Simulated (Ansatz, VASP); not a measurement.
**SnTe in VASP and in Ansatz**

File INCAR:

```
SYSTEM = SnTe
ALGO     = Normal         ! electronic algorithm
EDIFF    = 1E-6           ! SCF threshold, eV
EDIFFG   = -0.005         ! ionic threshold
ENCUT    = 600            ! plane-wave cutoff, eV
GGA      = CA             ! functional
IBRION   = 2              ! ionic algorithm
ISIF     = 3              ! what is computed and relaxed
ISMEAR   = 0              ! smearing method
LASPH    = .TRUE.         ! aspherical terms in the spheres
LCHARG   = .FALSE.        ! write CHGCAR
LREAL    = .FALSE.        ! projectors in reciprocal space
LWAVE    = .FALSE.        ! write WAVECAR
NELM     = 80             ! most SCF steps
NSW      = 100            ! ionic steps
PREC     = Accurate       ! precision mode
SIGMA    = 0.01           ! smearing width, eV
```

The input KPOINTS:

```
k-points
0
G
  10 10 10
  0 0 0
```

Contents of POSCAR:

```
SnTe
1.0
    0.0000000000      3.1565000000      3.1565000000
    3.1565000000      0.0000000000      3.1565000000
    3.1565000000      3.1565000000      0.0000000000
Sn Te
1 1
Direct
    0.0000000000      0.0000000000      0.0000000000
    0.5000000000      0.5000000000      0.5000000000
```

Input for Ansatz:

```yaml
crystal:
  lattice:
    - [0.0, 3.1565, 3.1565]
    - [3.1565, 0.0, 3.1565]
    - [3.1565, 3.1565, 0.0]
  atoms:
    - { symbol: Sn, position: [0.0, 0.0, 0.0] }
    - { symbol: Te, position: [0.5, 0.5, 0.5] }
basis:
  ecutwfc: 420
kpoints:
  mp_grid: { grid: [10, 10, 10] }
hamiltonian:
  xc: lda
  pseudopotentials: { kind: paw }
scf:
  occupations: { method: gaussian, width: 0.01 }
output:
  forces: true
  stress: true
  eigenvalues: true
relax:
  adjacent_minimum: "off"
  f_tol: 0.005
  max_steps: 80
  cell: { stress_tol: 0.05 }
```

Alike in both runs: task relaxation of cell and atoms; functional LDA; k mesh 10 × 10 × 10; occupations gaussian, width 0.01 eV; no spin polarisation.

|  | VASP | Ansatz |
| --- | --- | --- |
| version | VASP 6.6.1 | Ansatz 0.2.0 |
| potentials or method | VASP PAW LDA potentials, release 64 (Sn_d, Te), cutoff 600 eV | scalar-relativistic, plane waves, PAW |
| valence electrons in the cell | 20 | 30 |

```tsv
	VASP	Ansatz	Ansatz less VASP
gap on the k mesh at the Fermi level, each at its own relaxed structure (eV)	0.21	0.20	-0.010
relaxed volume (Å³/atom)	30.36	30.33	-0.030
relaxed cell length with the largest relative difference (Å)	4.412	4.410	-0.0014
```

LDA's correlation is that of Perdew and Zunger in VASP and of Perdew and Wang (1992) in Ansatz. VASP's potentials hold 20 valence electrons a cell and Ansatz's 30, so a difference there can come from the potentials and not from the codes.

Neither program's run includes spin-orbit coupling.
